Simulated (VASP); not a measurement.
# GaSb (I-4m2) in VASP: single point with LDA

Aim: the single point of GaSb with LDA.

Everything below comes from runs of VASP 6.6.1. Logs are shortened: lines on timing, memory, paths and dates and some standing lists are left out, and cuts for length are marked.

## (1) The cell of the first run

It takes space group I-4m2 (No. 119, tetragonal). The conventional cell has a = 5.004 Å, b = 5.004 Å, c = 2.708 Å, α = 90.00°, β = 90.00°, γ = 90.00°. Within 3.4 Å of Ga (site symmetry -4m2) lie 8 Sb at 2.59 to 3.22 Å and 2 Ga at 2.71 Å. Within 3.4 Å of Sb (site symmetry -4m2) lie 8 Ga at 2.59 to 3.22 Å and 2 Sb at 2.71 Å.

## (2) Single point, LDA

Contents of INCAR:

```
SYSTEM = GaSb
PREC = Accurate ; ENCUT = 500
EDIFF = 1E-6 ; ISMEAR = 0
SIGMA = 0.15 ; LREAL = .FALSE.
LASPH = .TRUE. ; NELM = 120
ALGO = Normal ; ISIF = 2
LWAVE = .FALSE. ; LCHARG = .FALSE.
GGA = CA ; NBANDS = 21
GGA_COMPAT = .FALSE.
```

Contents of KPOINTS:

```
Automatic mesh
0
G
  16 16 16
  0 0 0
```

Contents of POSCAR:

```
GaSb
1.0
   -2.5020000000      2.5020000000      1.3540000000
    2.5020000000     -2.5020000000      1.3540000000
    2.5020000000      2.5020000000     -1.3540000000
Ga Sb
1 1
Direct
    0.2500000000      0.7500000000      0.5000000000
    0.0000000000      0.0000000000      0.0000000000
```

Potentials or basis: VASP PAW LDA potentials, release 64 (Ga_d, Sb_d_GW).

Command:

```sh
$ cat potpaw_LDA.64/Ga_d/POTCAR potpaw_LDA.64/Sb_d_GW/POTCAR > POTCAR
$ mpirun -np 1 vasp_std > vasp.out
```

OUTCAR:

```text
SYSTEM = GaSb
   PREC = Accurate
   ENCUT = 500
   EDIFF = 1E-6
   ISMEAR = 0
   LREAL = .FALSE.
   LASPH = .TRUE.
   NELM = 120
   ISIF = 2
   GGA = CA

 ion  position               nearest neighbor table
   1  0.250  0.750  0.500-   2 2.59   2 2.59   2 2.59   2 2.59
   2  0.000  0.000  0.000-   1 2.59   1 2.59   1 2.59   1 2.59

  LATTYP: Found a body centered tetragonal cell.
 ALAT       =     5.0040000000
 C/A-ratio  =     0.5411670663

  Lattice vectors:

 A1 = (  -2.5020000000,   2.5020000000,   1.3540000000)
 A2 = (   2.5020000000,  -2.5020000000,   1.3540000000)
 A3 = (   2.5020000000,   2.5020000000,  -1.3540000000)

Analysis of symmetry for initial positions (statically):
=====================================================================
 Subroutine PRICEL returns:
 Original cell was already a primitive cell.

 Routine SETGRP: Setting up the symmetry group for a
 body centered tetragonal supercell.

 Subroutine GETGRP returns: Found  8 space group operations
 (whereof  8 operations were pure point group operations)
 out of a pool of 16 trial point group operations.

The static configuration has the point symmetry D_2d.

Analysis of symmetry for dynamics (positions and initial velocities):
=====================================================================
 Subroutine PRICEL returns:
 Original cell was already a primitive cell.

 Routine SETGRP: Setting up the symmetry group for a
 body centered tetragonal supercell.

 Subroutine GETGRP returns: Found  8 space group operations
 (whereof  8 operations were pure point group operations)
 out of a pool of 16 trial point group operations.

The dynamic configuration has the point symmetry D_2d.

 Subroutine INISYM returns: Found  8 space group operations
 (whereof  8 operations are pure point group operations),
 and found     1 'primitive' translations

----------------------------------------------------------------------------------------

                                     Primitive cell

  volume of cell :      33.9042

  direct lattice vectors                    reciprocal lattice vectors
    -2.502000000  2.502000000  1.354000000     0.000000000  0.199840128  0.369276219
     2.502000000 -2.502000000  1.354000000     0.199840128  0.000000000  0.369276219
     2.502000000  2.502000000 -1.354000000     0.199840128  0.199840128  0.000000000

  length of vectors
     3.788578097  3.788578097  3.788578097     0.419882129  0.419882129  0.282616619

  position of ions in fractional coordinates (direct lattice)
     0.250000000  0.750000000  0.500000000
     0.000000000  0.000000000  0.000000000

  ion indices of the primitive-cell ions
   primitive index   ion index
                 1           1
                 2           2

----------------------------------------------------------------------------------------

 KPOINTS: Automatic mesh

Automatic generation of k-mesh.
 Grid dimensions read from file:
 generate k-points for:   16   16   16

 Generating k-lattice:

  Cartesian coordinates                     Fractional coordinates (reciprocal lattice)
     0.000000000  0.012490008  0.023079764     0.062500000  0.000000000  0.000000000
     0.012490008  0.000000000  0.023079764     0.000000000  0.062500000  0.000000000
     0.012490008  0.012490008  0.000000000     0.000000000  0.000000000  0.062500000

  Length of vectors
     0.026242633  0.026242633  0.017663539

  Shift w.r.t. Gamma in fractional coordinates (k-lattice)
     0.000000000  0.000000000  0.000000000

 Subroutine IBZKPT returns following result:
 ===========================================

 Found    349 irreducible k-points:

 Following reciprocal coordinates:
            Coordinates               Weight
  0.000000  0.000000  0.000000      1.000000
  0.062500  0.000000  0.000000      8.000000
  0.125000  0.000000  0.000000      8.000000
  0.187500 -0.000000  0.000000      8.000000
  0.250000  0.000000  0.000000      8.000000
  0.312500  0.000000  0.000000      8.000000
[... 16 lines left out ...]
 -0.125000  0.062500  0.000000     16.000000
 -0.062500  0.062500  0.000000      4.000000
 [... further k-points ...]
   k-points           NKPTS =    349   k-points in BZ     NKDIM =    349   number of bands    NBANDS=     21
   number of dos      NEDOS =    301   number of ions     NIONS =      2
   total plane-waves  NPLWV =  21952
   dimension x,y,z NGX =    28 NGY =   28 NGZ =   28
   dimension x,y,z NGXF=    56 NGYF=   56 NGZF=   56
   ions per type =               1   1
   NGX,Y,Z   is equivalent  to a cutoff of  12.29, 12.29, 12.29 a.u.
   NGXF,Y,Z  is equivalent  to a cutoff of  24.57, 24.57, 24.57 a.u.
 SYSTEM =  GaSb
   PREC   = accura    normal or accurate (medium, high low for compatibility)
   ISTART =      0    job   : 0-new  1-cont  2-samecut
   ICHARG =      2    charge: 1-file 2-atom 10-const
   ISPIN  =      1    spin polarized calculation?
   LNONCOLLINEAR =      F non collinear calculations
   LSORBIT =      F    spin-orbit coupling
   LASPH  =      T    aspherical Exc in radial PAW
   ENCUT  =  500.0 eV  36.75 Ry    6.06 a.u.   6.91  6.91  6.91*2*pi/ulx,y,z
   NELM   =    120;   NELMIN=  2; NELMDL= -5     # of ELM steps
   EDIFF  = 0.1E-05   stopping-criterion for ELM
   LREAL  =      F    real-space projection
   EDIFFG = 0.1E-04   stopping-criterion for IOM
   NSW    =      0    number of steps for IOM
   IBRION =     -1    ionic relax: 0-MD 1-quasi-New 2-CG
   NFREE  =      0    steps in history (QN), initial steepest desc. (CG)
   ISIF   =      2    stress and relaxation
   ISYM   =      2    0-nonsym 1-usesym 2-fastsym
   POTIM  = 0.5000    time-step for ionic-motion
   TEBEG  =    0.0;   TEEND  =   0.0 temperature during run
   PSTRESS=    0.0 pullay stress
   NELECT =      28.0000    total number of electrons
   NUPDOWN=      -1.0000    fix difference up-down
   EMIN   =  10.00;   EMAX   =-10.00  energy-range for DOS
   EFERMI =   0.00;   METHOD = LEGACY
   ISMEAR =     0;   SIGMA  =   0.15  broadening in eV -4-tet -1-fermi 0-gaus
   EFERMI_NEDOS =   21; number of points for ismear=-14 and -15
   IALGO  =     38    algorithm
   IMIX   =      4    mixing-type and parameters
     AMIX     =   0.40;   BMIX     =  1.00
     AMIX_MAG =   1.60;   BMIX_MAG =  1.00
  volume/ion in A,a.u.               =      16.95       114.40
  Fermi-wavevector in a.u.,A,eV,Ry     =   1.535948  2.902520 32.097984  2.359135
  Thomas-Fermi vector in A             =   2.642665
   LORBIT       =      0    0 simple, 1 ext, 2 COOP (PROOUT), +10 PAW based schemes
   GGA     = CA    functional components
   LHFCALC =     F    Hartree Fock is set to
   AEXX    =    0.0000 exact exchange contribution
   IVDW    =     0    specifies the selected vdW correction
   LEPSILON=     F    determine dielectric tensor
   LRPA    =     F    only Hartree local field effects (RPA)
 non-spin polarized calculation
 Gauss-broadening in eV      SIGMA  =   0.15
  energy-cutoff  :      500.00
  volume of cell :       33.90
 maximum number of plane-waves:       877
   NGX = 13   NGY = 13   NGZ = 13

 number of electron      28.0000028 magnetization

 Free energy of the ion-electron system (eV)
  ---------------------------------------------------
  ext. energy  EPLUGINS =         0.00000000
  ---------------------------------------------------
  free energy    TOTEN  =        -7.47840026 eV

  energy without entropy =       -7.47139092  energy(sigma->0) =       -7.47489559

 E-fermi :   9.4395     XC(G=0): -12.5438

 val. band max:        9.4360083163   @ k =  -0.3750  -0.4375   0.2500
 cond. band min:       9.4421184499   @ k =   0.1250   0.0625   0.0625
 fundamental gap:      0.0061101337
 Fermi energy:         9.4394808308

 k-point     1 :       0.0000    0.0000    0.0000
  band No.  band energies     occupation
      1     -20.4433      2.00000
      2     -20.0464      2.00000
      3     -20.0410      2.00000
      4     -19.9800      2.00000
      5     -19.9800      2.00000
      6      -6.4314      2.00000
[... 13 lines left out ...]
     20      21.6427      0.00000
     21      22.3772      0.00000

 k-point     2 :       0.0625    0.0000    0.0000
  band No.  band energies     occupation
      1     -20.4214      2.00000
      2     -20.0458      2.00000
      3     -20.0391      2.00000
      4     -19.9880      2.00000
      5     -19.9879      2.00000
      6      -6.4115      2.00000
[... 13 lines left out ...]
     20      21.1800      0.00000
     21      21.2001      0.00000

 k-point     3 :       0.1250    0.0000    0.0000
  band No.  band energies     occupation
      1     -20.3588      2.00000
      2     -20.0442      2.00000
      3     -20.0339      2.00000
      4     -20.0107      2.00000
      5     -20.0102      2.00000
      6      -6.3582      2.00000
[... 13 lines left out ...]
     20      19.8350      0.00000
     21      19.9440      0.00000

 k-point     4 :       0.1875   -0.0000    0.0000
  band No.  band energies     occupation
      1     -20.2645      2.00000
      2     -20.0458      2.00000
      3     -20.0450      2.00000
      4     -20.0413      2.00000
      5     -20.0237      2.00000
      6      -6.2853      2.00000
[... 13 lines left out ...]
     20      18.8868      0.00000
     21      19.7365      0.00000

 k-point     5 :       0.2500    0.0000    0.0000
  band No.  band energies     occupation
      1     -20.1530      2.00000
      2     -20.0849      2.00000
      3     -20.0841      2.00000
      4     -20.0387      2.00000
      5     -20.0143      2.00000
      6      -6.2238      2.00000
[... 13 lines left out ...]
     20      18.0547      0.00000
     21      20.3960      0.00000
[... 382 lines left out ...]
     20      19.3525      0.00000
     21      19.7380      0.00000

 k-point    22 :      -0.1875    0.0625   -0.0000
  band No.  band energies     occupation
      1     -20.3587      2.00000
      2     -20.0450      2.00000
      3     -20.0316      2.00000
      4     -20.0108      2.00000
      5     -20.0091      2.00000
      6      -6.3464      2.00000
[... 13 lines left out ...]
     20      19.8549      0.00000
     21      20.6140      0.00000

 k-point    23 :      -0.1250    0.0625    0.0000
  band No.  band energies     occupation
      1     -20.4214      2.00000
      2     -20.0464      2.00000
      3     -20.0371      2.00000
      4     -19.9881      2.00000
      5     -19.9873      2.00000
      6      -6.3999      2.00000
[... 13 lines left out ...]
     20      21.2612      0.00000
     21      21.7542      0.00000

 k-point    24 :      -0.0625    0.0625    0.0000
  band No.  band energies     occupation
      1     -20.4433      2.00000
      2     -20.0467      2.00000
      3     -20.0400      2.00000
      4     -19.9801      2.00000
      5     -19.9797      2.00000
      6      -6.4244      2.00000
[... 13 lines left out ...]
     20      21.9474      0.00000
     21      22.2248      0.00000

 [... further k-points ...]

------------------------ aborting loop because EDIFF is reached ----------------------------------------

  FORCE on cell =-STRESS in cart. coord.  units (eV):
  Direction    XX          YY          ZZ          XY          YZ          ZX
  --------------------------------------------------------------------------------------
  -------------------------------------------------------------------------------------
  Total        6.6905188      6.6905188      8.6321270      0.0000000      0.0000000      0.0000000
  in kB      316.1674191    316.1674191    407.9201293      0.0000000      0.0000000      0.0000000
  external PRESSURE =     346.7516558 kB  Pullay stress =       0.0000000 kB

 VOLUME and BASIS-vectors are now :
 -----------------------------------------------------------------------------
  energy-cutoff  :      500.00
  volume of cell :       33.90
      direct lattice vectors                 reciprocal lattice vectors
    -2.502000000  2.502000000  1.354000000     0.000000000  0.199840128  0.369276219
     2.502000000 -2.502000000  1.354000000     0.199840128  0.000000000  0.369276219
     2.502000000  2.502000000 -1.354000000     0.199840128  0.199840128  0.000000000

 POSITION                                       TOTAL-FORCE (eV/Angst)
 -----------------------------------------------------------------------------------
      2.50200      0.00000      0.67700        -0.000000      0.000000     -0.000000
      0.00000      0.00000      0.00000         0.000000     -0.000000      0.000000
 -----------------------------------------------------------------------------------
    total drift:                                0.000000     -0.000000     -0.000000

  FREE ENERGIE OF THE ION-ELECTRON SYSTEM (eV)
  ---------------------------------------------------
  free  energy   TOTEN  =        -7.4784002633 eV

  energy  without entropy=       -7.4713909236  energy(sigma->0) =       -7.47489559
```

It took 2.5 min on 1 thread of Intel Xeon Platinum 8488C (Sapphire Rapids), shared host; peak memory 0.38 GiB.

Results:

```
Free energy            : -7.4784 eV
Pressure               : 34.7 GPa
Band gap on the k mesh : zero (bands 14 and 15 overlap by 6.55 eV)
```

Stress tensor (GPa, compression positive):
```
31.62  0.00  0.00
 0.00 31.62  0.00
 0.00  0.00 40.79
```

Caveat: the stress differs along the axes, from 32 to 41 GPa; spin-orbit coupling is left out, which moves the levels of the heavy elements.
